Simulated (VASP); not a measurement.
Wanted: the native input for a VASP 6.6.1 run.

| Item | Value |
| --- | --- |
| Task | single point |
| Functional | LDA |
| Potentials or basis | VASP PAW LDA potentials, release 64 (Sc_sv) |
| Cutoff | 520 eV |
| k mesh | 16 × 16 × 9 |
| Occupations | fermi-dirac, width 0.08 eV |
| Spin | no spin polarisation |
| Dipole correction | no |
| Further INCAR settings | ALGO = Normal; EDIFF = 1e-06; NBANDS = 18 |

The structure of Sc lies in POSCAR:

```
Sc
1.0
    2.7076391671      0.0000000000      0.0000000000
   -1.3538195835      2.3448843030      0.0000000000
    0.0000000000      0.0000000000      4.3243340495
Sc
2
Direct
    0.3333333333      0.6666666667      0.2500000000
    0.6666666667      0.3333333333      0.7500000000
```

The input as run:

INCAR

```
PREC = Accurate ; ENCUT = 520
EDIFF = 1E-6 ; ISMEAR = -1
SIGMA = 0.08 ; LREAL = F
LASPH = T ; NELM = 80
ALGO = Normal ; ISIF = 2
LWAVE = F ; LCHARG = F
GGA = CA ; NBANDS = 18
```

KPOINTS

```
regular mesh
0
Gamma
  16 16 9
```

Potentials or basis: VASP PAW LDA potentials, release 64 (Sc_sv).

Command:

```bash
$ cat potpaw_LDA.64/Sc_sv/POTCAR > POTCAR
$ mpirun -np 1 vasp_std > vasp.out
```

Results of the run:

The pressure is 61.9 GPa. The band gap on the k mesh is zero (bands 11 and 12 overlap by 2.64 eV).

Caveat: the cell stands under pressure.

Run time: 50 s on 1 thread of AMD EPYC 7R43 64-Core Processor (Zen 3), on a shared host, peak memory 0.14 GiB.
